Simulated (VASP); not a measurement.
Write the native input for VASP 6.6.1 that does the following.

* Task: single point
* Functional: LDA
* Potentials or basis: VASP PAW LDA potentials, release 64 (Si, C)
* Cutoff: 520 eV
* k mesh: 10 × 10 × 10
* Occupations: gaussian, width 0.02 eV
* Spin: no spin polarisation
* Dipole correction: no
* Further INCAR settings: ALGO = Normal; EDIFF = 1e-06; NBANDS = 11

The structure of SiC lies in POSCAR:

```
SiC
1.0
    0.0000000000      2.1898675894      2.1898675894
    2.1898675894      0.0000000000      2.1898675894
    2.1898675894      2.1898675894      0.0000000000
Si C
1 1
Direct
    0.0000000000      0.0000000000      0.0000000000
    0.2500000000      0.2500000000      0.2500000000
```

One way to write it, as run:

INCAR

```
PREC = Accurate
ENCUT = 520
EDIFF = 1E-6
ISMEAR = 0
SIGMA = 0.02
LREAL = F
LASPH = T
NELM = 100
ALGO = Normal
ISIF = 2
LWAVE = F
LCHARG = T
GGA = CA
LELF = T
LVHAR = T
NBANDS = 11
```

KPOINTS

```
Automatic mesh
0
Gamma
  10 10 10
```

Potentials or basis: VASP PAW LDA potentials, release 64 (Si, C).

Command:

```sh
$ cat potpaw_LDA.64/Si/POTCAR potpaw_LDA.64/C/POTCAR > POTCAR
$ mpirun -np 1 vasp_std > vasp.out
```

Results of the run:

```yaml
Pressure: -7.1 GPa
Band_gap_on_the_k_mesh: 1.32 eV, indirect (least direct gap 4.48 eV)
```

Wall time 5.9 s on 1 thread of Intel(R) Xeon(R) Platinum 8375C CPU @ 2.90GHz (Ice Lake), on a shared host, peak memory 0.12 GiB.
